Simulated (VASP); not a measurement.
# Si (Fd-3m) in VASP: single point with PBE

Aim: the single point of Si with PBE.

Program: VASP 6.6.1. These are calculated values, not measurements. Logs are shortened: lines on timing, memory, paths and dates and some standing lists are left out, and cuts for length are marked.

## Step 1: The cell of the first run

Symmetry: Fd-3m, No. 227, cubic system. The conventional cell has a = 5.431 Å, b = 5.431 Å, c = 5.431 Å, α = 90.00°, β = 90.00°, γ = 90.00°. Within 3.1 Å of Si (site symmetry -43m) lie 4 Si at 2.35 Å.

## Step 2: Single point, PBE

INCAR reads:

```
SYSTEM = Si
PREC = Accurate
ENCUT = 500
EDIFF = 1E-6
ISMEAR = 0
SIGMA = 0.01
LREAL = .False.
LASPH = .True.
NELM = 120
ALGO = Normal
ISIF = 2
LWAVE = .False.
LCHARG = .False.
GGA = PE
NBANDS = 26
GGA_COMPAT = .False.
```

KPOINTS reads:

```
Automatic mesh
0
Gamma
  3 3 3
  0 0 0
```

POSCAR reads:

```
Si
1.0
    5.4310000000      0.0000000000      0.0000000000
    0.0000000000      5.4310000000      0.0000000000
    0.0000000000      0.0000000000      5.4310000000
Si
8
Direct
    0.0000000000      0.0000000000      0.0000000000
    0.0000000000      0.5000000000      0.5000000000
    0.5000000000      0.0000000000      0.5000000000
    0.5000000000      0.5000000000      0.0000000000
    0.2500000000      0.2500000000      0.2500000000
    0.2500000000      0.7500000000      0.7500000000
    0.7500000000      0.2500000000      0.7500000000
    0.7500000000      0.7500000000      0.2500000000
```

Potentials or basis: VASP PAW PBE potentials, release 64 (Si).

Run with:

```bash
$ cat potpaw_PBE.64/Si/POTCAR > POTCAR
$ mpirun -np 1 vasp_std > vasp.out
```

OUTCAR:

```text
SYSTEM = Si
   PREC = Accurate
   ENCUT = 500
   EDIFF = 1E-6
   ISMEAR = 0
   LREAL = .False.
   LASPH = .True.
   NELM = 120
   ISIF = 2
   GGA = PE

 ion  position               nearest neighbor table
   1  0.000  0.000  0.000-   5 2.35   6 2.35   7 2.35   8 2.35
   2  0.000  0.500  0.500-   5 2.35   6 2.35   7 2.35   8 2.35
   3  0.500  0.000  0.500-   5 2.35   6 2.35   7 2.35   8 2.35
   4  0.500  0.500  0.000-   5 2.35   6 2.35   7 2.35   8 2.35
   5  0.250  0.250  0.250-   1 2.35   2 2.35   3 2.35   4 2.35
   6  0.250  0.750  0.750-   1 2.35   2 2.35   3 2.35   4 2.35
   7  0.750  0.250  0.750-   1 2.35   2 2.35   3 2.35   4 2.35
   8  0.750  0.750  0.250-   1 2.35   2 2.35   3 2.35   4 2.35

  LATTYP: Found a simple cubic cell.
 ALAT       =     5.4310000000

  Lattice vectors:

 A1 = (   5.4310000000,   0.0000000000,   0.0000000000)
 A2 = (   0.0000000000,   5.4310000000,   0.0000000000)
 A3 = (   0.0000000000,   0.0000000000,   5.4310000000)

Analysis of symmetry for initial positions (statically):
=====================================================================
 Subroutine PRICEL returns following result:

  LATTYP: Found a face centered cubic cell.
 ALAT       =     5.4310000000

  Lattice vectors:

 A1 = (   2.7155000000,  -2.7155000000,   0.0000000000)
 A2 = (   2.7155000000,   0.0000000000,   2.7155000000)
 A3 = (   0.0000000000,  -2.7155000000,   2.7155000000)

   4 primitive cells build up your supercell.

 Routine SETGRP: Setting up the symmetry group for a
 simple cubic supercell.

 Subroutine GETGRP returns: Found 48 space group operations
 (whereof 24 operations were pure point group operations)
 out of a pool of 48 trial point group operations.

The static configuration has the point symmetry T_d .
 The point group associated with its full space group is O_h .

Analysis of symmetry for dynamics (positions and initial velocities):
=====================================================================
 Subroutine PRICEL returns following result:

  LATTYP: Found a face centered cubic cell.
 ALAT       =     5.4310000000

  Lattice vectors:

 A1 = (   2.7155000000,  -2.7155000000,   0.0000000000)
 A2 = (   2.7155000000,   0.0000000000,   2.7155000000)
 A3 = (   0.0000000000,  -2.7155000000,   2.7155000000)

   4 primitive cells build up your supercell.
[... 89 lines left out ...]
   LREAL  =      F    real-space projection
   EDIFFG = 0.1E-04   stopping-criterion for IOM
   NSW    =      0    number of steps for IOM
   IBRION =     -1    ionic relax: 0-MD 1-quasi-New 2-CG
   NFREE  =      0    steps in history (QN), initial steepest desc. (CG)
   ISIF   =      2    stress and relaxation
   ISYM   =      2    0-nonsym 1-usesym 2-fastsym
   POTIM  = 0.5000    time-step for ionic-motion
   TEBEG  =    0.0;   TEEND  =   0.0 temperature during run
   PSTRESS=    0.0 pullay stress
   NELECT =      32.0000    total number of electrons
   NUPDOWN=      -1.0000    fix difference up-down
   EMIN   =  10.00;   EMAX   =-10.00  energy-range for DOS
   EFERMI =   0.00;   METHOD = LEGACY
   ISMEAR =     0;   SIGMA  =   0.01  broadening in eV -4-tet -1-fermi 0-gaus
   EFERMI_NEDOS =   21; number of points for ismear=-14 and -15
   IALGO  =     38    algorithm
   IMIX   =      4    mixing-type and parameters
     AMIX     =   0.40;   BMIX     =  1.00
     AMIX_MAG =   1.60;   BMIX_MAG =  1.00
  volume/ion in A,a.u.               =      20.02       135.13
  Fermi-wavevector in a.u.,A,eV,Ry     =   0.956999  1.808467 12.460868  0.915848
  Thomas-Fermi vector in A             =   2.085978
   LORBIT       =      0    0 simple, 1 ext, 2 COOP (PROOUT), +10 PAW based schemes
   GGA     = PE    functional components
   LHFCALC =     F    Hartree Fock is set to
   AEXX    =    0.0000 exact exchange contribution
   IVDW    =     0    specifies the selected vdW correction
   LEPSILON=     F    determine dielectric tensor
   LRPA    =     F    only Hartree local field effects (RPA)
 non-spin polarized calculation
 Gauss-broadening in eV      SIGMA  =   0.01
  energy-cutoff  :      500.00
  volume of cell :      160.19
 maximum number of plane-waves:      4092
 NGX is ok and might be reduce to    40
   NGX = 19   NGY = 19   NGZ = 19

 number of electron      32.0000004 magnetization

 Free energy of the ion-electron system (eV)
  ---------------------------------------------------
  ext. energy  EPLUGINS =         0.00000000
  ---------------------------------------------------
  free energy    TOTEN  =       -43.26066184 eV

  energy without entropy =      -43.26066184  energy(sigma->0) =      -43.26066184

 E-fermi :   5.8872     XC(G=0):  -9.4027

 val. band max:        5.8344928021   @ k =   0.0000   0.0000   0.0000
 cond. band min:       6.5410898071   @ k =   0.0000   0.0000   0.0000
 fundamental gap:      0.7065970049
 Fermi energy:         5.8871615861

 k-point     1 :       0.0000    0.0000    0.0000
  band No.  band energies     occupation
      1      -6.1238      2.00000
      2      -1.9793      2.00000
      3      -1.9793      2.00000
      4      -1.9793      2.00000
      5      -1.9793      2.00000
      6      -1.9793      2.00000
[... 105 lines left out ...]
     25       9.9490      0.00000
     26      10.4526      0.00000

------------------------ aborting loop because EDIFF is reached ----------------------------------------

  FORCE on cell =-STRESS in cart. coord.  units (eV):
  Direction    XX          YY          ZZ          XY          YZ          ZX
  --------------------------------------------------------------------------------------
  -------------------------------------------------------------------------------------
  Total        2.0447769      2.0447769      2.0447769      0.0000000      0.0000000     -0.0000000
  in kB       20.4511202     20.4511202     20.4511202      0.0000000      0.0000000     -0.0000000
  external PRESSURE =      20.4511202 kB  Pullay stress =       0.0000000 kB

 VOLUME and BASIS-vectors are now :
 -----------------------------------------------------------------------------
  energy-cutoff  :      500.00
  volume of cell :      160.19
      direct lattice vectors                 reciprocal lattice vectors
     5.431000000  0.000000000  0.000000000     0.184128153  0.000000000  0.000000000
     0.000000000  5.431000000  0.000000000     0.000000000  0.184128153  0.000000000
     0.000000000  0.000000000  5.431000000     0.000000000  0.000000000  0.184128153

 POSITION                                       TOTAL-FORCE (eV/Angst)
 -----------------------------------------------------------------------------------
      0.00000      0.00000      0.00000        -0.000000      0.000000     -0.000000
      0.00000      2.71550      2.71550        -0.000000      0.000000     -0.000000
      2.71550      0.00000      2.71550        -0.000000      0.000000      0.000000
      2.71550      2.71550      0.00000         0.000000      0.000000     -0.000000
      1.35775      1.35775      1.35775         0.000000     -0.000000     -0.000000
      1.35775      4.07325      4.07325        -0.000000     -0.000000      0.000000
      4.07325      1.35775      4.07325         0.000000     -0.000000      0.000000
      4.07325      4.07325      1.35775         0.000000      0.000000      0.000000
 -----------------------------------------------------------------------------------
    total drift:                                0.000000     -0.000000     -0.000000

  FREE ENERGIE OF THE ION-ELECTRON SYSTEM (eV)
  ---------------------------------------------------
  free  energy   TOTEN  =       -43.2606618401 eV

  energy  without entropy=      -43.2606618401  energy(sigma->0) =      -43.26066184
```

stdout:

```text
POSCAR found type information on POSCAR Si
 POSCAR found :  1 types and       8 ions
 scaLAPACK will be used
 LDA part: xc-table for (Slater+PW92), standard interpolation
 POSCAR, INCAR and KPOINTS ok, starting setup
 FFT: planning ... GRIDC
 FFT: planning ... GRID_SOFT
 FFT: planning ... GRID
 WAVECAR not read
 entering main loop
```

Wall time 7.4 s (1 thread of AMD EPYC 9R45 (Zen 5), shared host); peak memory 0.19 GiB.

Results:

```yaml
Free_energy: -43.2607 eV
Pressure: 2.0 GPa
Band_gap_on_the_k_mesh: 0.71 eV
```

Caveat: semilocal functionals underestimate gaps, and a narrow one can read as zero; an odd mesh through Γ misses points on the zone boundary, where band edges can lie.
